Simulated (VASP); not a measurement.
Input of a VASP 6.6.1 run:

The input INCAR:

```
ALGO = Normal
EDIFF = 1E-6
ENCUT = 520
GGA = PS
ISIF = 2
ISMEAR = 0
LASPH = T
LCHARG = F
LREAL = F
LWAVE = F
NBANDS = 12
NELM = 60
PREC = Accurate
SIGMA = 0.1
```

Contents of KPOINTS:

```
k-points
0
Gamma
  6 6 4
```

File POSCAR:

```
As
1.0
    2.9223230489      0.0000000000      0.0000000000
   -1.4611615244      2.5308059984      0.0000000000
    0.0000000000      0.0000000000      4.9484347426
As
2
Direct
    0.3333333333      0.6666666667      0.2500000000
    0.6666666667      0.3333333333      0.7500000000
```

Potentials or basis: VASP PAW PBE potentials, release 64 (As).

Launch:

```bash
$ cat potpaw_PBE.64/As/POTCAR > POTCAR
$ mpirun -np 1 vasp_std > vasp.out
```

Q: Estimate the band gap on the k mesh.

A: Zero (band 5 reaches 12.32 eV, above the bottom of band 6 at 2.87 eV).

Q: What does it give for the pressure?

A: 0.2 GPa.

Caveat: the k points lie up to 0.41 Å⁻¹ apart; the PAW data sets were made with another functional, which shifts forces and pressure a little.
